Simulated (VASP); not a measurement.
# MgO (sol) (Fm-3m) in VASP: notebook

MgO (sol) is run at these levels: PBEsol; tasks: single point, relaxation of cell and atoms.

All numbers are computed with VASP 6.6.1; they aren't measurements. Logs are shortened: lines on timing, memory, paths and dates and some standing lists are left out, and cuts for length are marked.

**The experiment to reproduce.**

From “Electronic structure of alkaline earth and post-transition metal oxides”, 2009, arxiv:0908.1581, for a bulk crystal of MgO: band gap 7.83 eV.

The runs below are set against these values where they give the same quantity.

## (1) The cell of the first run

Symmetry: Fm-3m, No. 225, cubic system. The conventional cell has a = 4.249 Å, b = 4.249 Å, c = 4.249 Å, α = 90.00°, β = 90.00°, γ = 90.00°. Within 2.8 Å of Mg (site symmetry m-3m) lie 6 O at 2.12 Å. Within 2.8 Å of O (site symmetry m-3m) lie 6 Mg at 2.12 Å.

## (2) Single point, PBEsol

INCAR reads:

```
SYSTEM = MgO
PREC = Accurate
ENCUT = 520
EDIFF = 1E-6
ISMEAR = 0
SIGMA = 0.1
LREAL = .FALSE.
LASPH = .TRUE.
NELM = 60
ALGO = Normal
ISIF = 2
LWAVE = .FALSE.
LCHARG = .TRUE.
GGA = PS
LELF = .TRUE.
LVHAR = .TRUE.
NBANDS = 11
```

KPOINTS reads:

```
regular mesh
0
G
  8 8 8
  0 0 0
```

POSCAR reads:

```
MgO
1.0
    0.0000000000      2.1245000000      2.1245000000
    2.1245000000      0.0000000000      2.1245000000
    2.1245000000      2.1245000000      0.0000000000
Mg O
1 1
Direct
    0.0000000000      0.0000000000      0.0000000000
    0.5000000000      0.5000000000      0.5000000000
```

Potentials or basis: VASP PAW PBE potentials, release 64 (Mg, O).

On the command line:

```sh
> cat potpaw_PBE.64/Mg/POTCAR potpaw_PBE.64/O/POTCAR > POTCAR
> mpirun -np 1 vasp_std > vasp.out
```

OUTCAR:

```text
SYSTEM = MgO
   PREC = Accurate
   ENCUT = 520
   EDIFF = 1E-6
   ISMEAR = 0
   LREAL = .FALSE.
   LASPH = .TRUE.
   NELM = 60
   ISIF = 2
   GGA = PS

 ion  position               nearest neighbor table
   1  0.000  0.000  0.000-   2 2.12   2 2.12   2 2.12   2 2.12   2 2.12   2 2.12
   2  0.500  0.500  0.500-   1 2.12   1 2.12   1 2.12   1 2.12   1 2.12   1 2.12

  LATTYP: Found a face centered cubic cell.
 ALAT       =     4.2490000000

  Lattice vectors:

 A1 = (   0.0000000000,   2.1245000000,   2.1245000000)
 A2 = (   2.1245000000,   0.0000000000,   2.1245000000)
 A3 = (   2.1245000000,   2.1245000000,   0.0000000000)

Analysis of symmetry for initial positions (statically):
=====================================================================
 Subroutine PRICEL returns:
 Original cell was already a primitive cell.

 Routine SETGRP: Setting up the symmetry group for a
 face centered cubic supercell.

 Subroutine GETGRP returns: Found 48 space group operations
 (whereof 48 operations were pure point group operations)
 out of a pool of 48 trial point group operations.

The static configuration has the point symmetry O_h .

Analysis of symmetry for dynamics (positions and initial velocities):
=====================================================================
 Subroutine PRICEL returns:
 Original cell was already a primitive cell.

 Routine SETGRP: Setting up the symmetry group for a
 face centered cubic supercell.

 Subroutine GETGRP returns: Found 48 space group operations
 (whereof 48 operations were pure point group operations)
 out of a pool of 48 trial point group operations.

The dynamic configuration has the point symmetry O_h .

 Subroutine INISYM returns: Found 48 space group operations
 (whereof 48 operations are pure point group operations),
 and found     1 'primitive' translations

----------------------------------------------------------------------------------------

                                     Primitive cell

  volume of cell :      19.1779

  direct lattice vectors                    reciprocal lattice vectors
     0.000000000  2.124500000  2.124500000    -0.235349494  0.235349494  0.235349494
     2.124500000  0.000000000  2.124500000     0.235349494 -0.235349494  0.235349494
     2.124500000  2.124500000  0.000000000     0.235349494  0.235349494 -0.235349494

  length of vectors
     3.004496713  3.004496713  3.004496713     0.407637281  0.407637281  0.407637281

  position of ions in fractional coordinates (direct lattice)
     0.000000000  0.000000000  0.000000000
[... 88 lines left out ...]
   PSTRESS=    0.0 pullay stress
   NELECT =       8.0000    total number of electrons
   NUPDOWN=      -1.0000    fix difference up-down
   EMIN   =  10.00;   EMAX   =-10.00  energy-range for DOS
   EFERMI =   0.00;   METHOD = LEGACY
   ISMEAR =     0;   SIGMA  =   0.10  broadening in eV -4-tet -1-fermi 0-gaus
   EFERMI_NEDOS =   21; number of points for ismear=-14 and -15
   IALGO  =     38    algorithm
   IMIX   =      4    mixing-type and parameters
     AMIX     =   0.40;   BMIX     =  1.00
     AMIX_MAG =   1.60;   BMIX_MAG =  1.00
  volume/ion in A,a.u.               =       9.59        64.71
  Fermi-wavevector in a.u.,A,eV,Ry     =   1.223221  2.311552 20.357968  1.496268
  Thomas-Fermi vector in A             =   2.358339
   LORBIT       =      0    0 simple, 1 ext, 2 COOP (PROOUT), +10 PAW based schemes
   GGA     = PS    functional components
   LHFCALC =     F    Hartree Fock is set to
   AEXX    =    0.0000 exact exchange contribution
   IVDW    =     0    specifies the selected vdW correction
   LEPSILON=     F    determine dielectric tensor
   LRPA    =     F    only Hartree local field effects (RPA)
 non-spin polarized calculation
 Gauss-broadening in eV      SIGMA  =   0.10
  energy-cutoff  :      520.00
  volume of cell :       19.18
 maximum number of plane-waves:       534
 NGX is ok and might be reduce to    24
   NGX = 11   NGY = 11   NGZ = 11

 number of electron       8.0000004 magnetization

 Free energy of the ion-electron system (eV)
  ---------------------------------------------------
  ext. energy  EPLUGINS =         0.00000000
  ---------------------------------------------------
  free energy    TOTEN  =       -12.50598253 eV

  energy without entropy =      -12.50598253  energy(sigma->0) =      -12.50598253

 E-fermi :   3.2795     XC(G=0): -11.1843

 val. band max:        2.8735840635   @ k =   0.0000   0.0000   0.0000
 cond. band min:       7.2591955004   @ k =   0.0000   0.0000   0.0000
 fundamental gap:      4.3856114369
 Fermi energy:         3.2794513172

 k-point     1 :       0.0000    0.0000    0.0000
  band No.  band energies     occupation
      1     -14.1985      2.00000
      2       2.8736      2.00000
      3       2.8736      2.00000
      4       2.8736      2.00000
      5       7.2592      0.00000
      6      18.3600      0.00000
      7      18.3600      0.00000
      8      18.3600      0.00000
      9      22.1343      0.00000
     10      23.9874      0.00000
     11      23.9874      0.00000
[... 309 lines left out ...]
 k-point    24 :      -0.3750    0.2500    0.1250
  band No.  band energies     occupation
      1     -12.8021      2.00000
      2      -1.0823      2.00000
      3       0.9636      2.00000
      4       1.9072      2.00000
      5      12.2215      0.00000
      6      14.7053      0.00000
      7      15.9777      0.00000
      8      19.3278      0.00000
      9      22.9442      0.00000
     10      24.4530      0.00000
     11      28.4803      0.00000

 [... further k-points ...]

------------------------ aborting loop because EDIFF is reached ----------------------------------------

  FORCE on cell =-STRESS in cart. coord.  units (eV):
  Direction    XX          YY          ZZ          XY          YZ          ZX
  --------------------------------------------------------------------------------------
  -------------------------------------------------------------------------------------
  Total       -0.5082724     -0.5082724     -0.5082724      0.0000000      0.0000000      0.0000000
  in kB      -42.4626303    -42.4626303    -42.4626303      0.0000000      0.0000000      0.0000000
  external PRESSURE =     -42.4626303 kB  Pullay stress =       0.0000000 kB

 VOLUME and BASIS-vectors are now :
 -----------------------------------------------------------------------------
  energy-cutoff  :      520.00
  volume of cell :       19.18
      direct lattice vectors                 reciprocal lattice vectors
     0.000000000  2.124500000  2.124500000    -0.235349494  0.235349494  0.235349494
     2.124500000  0.000000000  2.124500000     0.235349494 -0.235349494  0.235349494
     2.124500000  2.124500000  0.000000000     0.235349494  0.235349494 -0.235349494

 POSITION                                       TOTAL-FORCE (eV/Angst)
 -----------------------------------------------------------------------------------
      0.00000      0.00000      0.00000         0.000000      0.000000      0.000000
      2.12450      2.12450      2.12450        -0.000000     -0.000000      0.000000
 -----------------------------------------------------------------------------------
    total drift:                               -0.000000     -0.000000      0.000000

  FREE ENERGIE OF THE ION-ELECTRON SYSTEM (eV)
  ---------------------------------------------------
  free  energy   TOTEN  =       -12.5059825314 eV

  energy  without entropy=      -12.5059825314  energy(sigma->0) =      -12.50598253
```

stdout:

```text
POSCAR found type information on POSCAR MgO
 POSCAR found :  2 types and       2 ions
 scaLAPACK will be used
 -----------------------------------------------------------------------------
|                                                                             |
|                                                                             |
|     You enforced a specific xc type in the INCAR file but a different       |
|     I HOPE YOU KNOW WHAT YOU ARE DOING!                                     |
|                                                                             |
 -----------------------------------------------------------------------------

 LDA part: xc-table for (Slater+PW92), standard interpolation
 POSCAR, INCAR and KPOINTS ok, starting setup
 FFT: planning ... GRIDC
 FFT: planning ... GRID_SOFT
 FFT: planning ... GRID
 WAVECAR not read
 entering main loop
```

It took 6.2 s on 1 thread of Intel Xeon 6975P-C, shared host; peak memory 0.14 GiB.

Results:

```yaml
Free_energy: -12.5060 eV
Pressure: -4.2 GPa
Band_gap_on_the_k_mesh: 4.39 eV, direct
```

Caveat: the PAW data sets were made with another functional, which shifts forces and pressure a little.

## (3) Single point, PBEsol

This run uses another cell than the first one, of 9.36 Å³/atom, 0.976 times its volume.

INCAR reads:

```
PREC = Accurate
ENCUT = 520
EDIFF = 1E-7
ISMEAR = 0
SIGMA = 0.02
LREAL = False
LASPH = True
NELM = 100
ALGO = Normal
ISIF = 2
LWAVE = False
LCHARG = True
GGA = PS
LELF = True
LVHAR = True
NBANDS = 11
```

KPOINTS reads:

```
regular mesh
0
Gamma
  10 10 10
```

POSCAR reads:

```
MgO
1.0
    0.0000000000      2.1074622355      2.1074622355
    2.1074622355      0.0000000000      2.1074622355
    2.1074622355      2.1074622355      0.0000000000
Mg O
1 1
Direct
    0.0000000000      0.0000000000      0.0000000000
    0.5000000000      0.5000000000      0.5000000000
```

Potentials or basis: VASP PAW PBE potentials, release 64 (Mg, O).

On the command line:

```sh
> cat potpaw_PBE.64/Mg/POTCAR potpaw_PBE.64/O/POTCAR > POTCAR
> mpirun -np 1 vasp_std > vasp.out
```

Run time: 9.9 s. Hardware: 1 thread of Intel Xeon 6975P-C, shared host; peak memory 0.14 GiB.

Results (log left out):

| Property | Result |
| --- | --- |
| Free energy | -12.5124 eV |
| Pressure | -0.6 GPa |
| Band gap on the k mesh | 4.61 eV, direct |

Levels at points of the mesh, in eV from the valence-band top:
| k point | band 2 | band 3 | band 4 | band 5 | band 6 | band 7 |
| --- | --- | --- | --- | --- | --- | --- |
| (0.00, 0.00, 0.00) | 0.00 | 0.00 | 0.00 | 4.61 | 15.62 | 15.62 |
| (0.50, 0.00, 0.00) | -4.67 | -0.66 | -0.66 | 7.73 | 12.48 | 16.16 |
| (0.50, 0.50, 0.00) | -4.14 | -1.36 | -1.36 | 8.92 | 9.85 | 12.95 |

Caveat: the PAW data sets were made with another functional, which shifts forces and pressure a little.

## (4) Relaxation of cell and atoms, PBEsol

INCAR reads:

```
PREC = Accurate
ENCUT = 600
EDIFF = 1E-6
ISMEAR = 0
SIGMA = 0.02
LREAL = False
LASPH = True
NELM = 60
ALGO = Normal
ISIF = 3
LWAVE = False
LCHARG = False
GGA = PS
IBRION = 2
NSW = 100
EDIFFG = -0.002
```

KPOINTS is that of step 3.

POSCAR reads:

```
MgO
1.0
    0.0000000000      2.1245000000      2.1245000000
    2.1245000000      0.0000000000      2.1245000000
    2.1245000000      2.1245000000      0.0000000000
Mg O
1 1
Direct
    0.0000000000      0.0000000000      0.0000000000
    0.5000000000      0.5000000000      0.5000000000
```

On the command line:

```sh
> cat potpaw_PBE.64/Mg/POTCAR potpaw_PBE.64/O/POTCAR > POTCAR
> mpirun -np 1 vasp_std > vasp.out
```

Wall time 14 s (1 thread of Intel Xeon 6975P-C, shared host); peak memory 0.15 GiB.

Results (log left out):

```yaml
Free_energy: -12.5166 eV
Relaxed_volume: 9.31 Å³/atom
Relaxed_cell: a = 2.975 Å, b = 2.975 Å, c = 2.975 Å, α = 60.00°, β = 60.00°, γ = 60.00°
Space_group_after_relaxing_to_0.05_Å: Fm-3m (No. 225)
Energy_gained_by_relaxing: 3.9 meV/atom
Ionic_steps: 3
Pressure_after_relaxing: 0.0 GPa
Band_gap_on_the_k_mesh: 4.67 eV, direct
```

Step by step:
| step | energy change (eV) | largest force (eV/Å) | pressure (GPa) | volume (Å³) |
| --- | --- | --- | --- | --- |
| 1 | 0.0000 | 0.0000 | -4.44 | 19.18 |
| 2 | -0.0070 | 0.0000 | 1.54 | 18.45 |
| 3 | -0.0079 | 0.0000 | 0.00 | 18.62 |

Final structure:
```yaml
crystal:
  lattice:
    - [0.00000, 2.10381, 2.10381]
    - [2.10381, 0.00000, 2.10381]
    - [2.10381, 2.10381, 0.00000]
  atoms:
    - { symbol: Mg, position: [0.00000, 0.00000, 0.00000] }
    - { symbol: O, position: [0.50000, 0.50000, 0.50000] }
```

Levels at points of the mesh, in eV from the valence-band top:
```tsv
k point	band 2	band 3	band 4	band 5	band 6	band 7
(0.00, 0.00, 0.00)	0.00	0.00	0.00	4.67	15.65	15.65
(0.50, 0.00, 0.00)	-4.69	-0.67	-0.67	7.77	12.54	16.21
(0.50, 0.50, 0.00)	-4.16	-1.37	-1.37	8.93	9.91	13.01
```

Caveat: the PAW data sets were made with another functional, which shifts forces and pressure a little.

## (5) Summary

```tsv
task	cell	k mesh	cutoff (eV)	smearing	gap on the mesh (eV)	pressure (GPa)
single point	a = 3.004 Å, angles 60.0°, 2 atoms	8 × 8 × 8	520	gaussian 0.1 eV	4.39	-4.2
single point	a = 2.980 Å, angles 60.0°, 2 atoms	10 × 10 × 10	520	gaussian 0.02 eV	4.61	-0.6
relaxation of cell and atoms	relaxed from a = 3.004 Å, angles 60.0°, 2 atoms	10 × 10 × 10	600	gaussian 0.02 eV	4.67	0.0
```

Alike in all rows: level PBEsol; potentials or basis VASP PAW PBE potentials, release 64 (Mg, O); no spin polarisation.

Caveats: the PAW data sets were made with another functional, which shifts forces and pressure a little.

Absolute energies hang on the potentials; compare differences alone.

## (6) How close it comes

Step 3. A measured gap of MgO is 7.83 eV (quoted in “Electronic structure of alkaline earth and post-transition metal oxides”, 2009, arxiv:0908.1581); the calculated 4.61 eV misses it by -3.22 eV. The value is that of PBEsol, without temperature or zero-point motion. Semilocal functionals fall short of measured gaps as a rule.
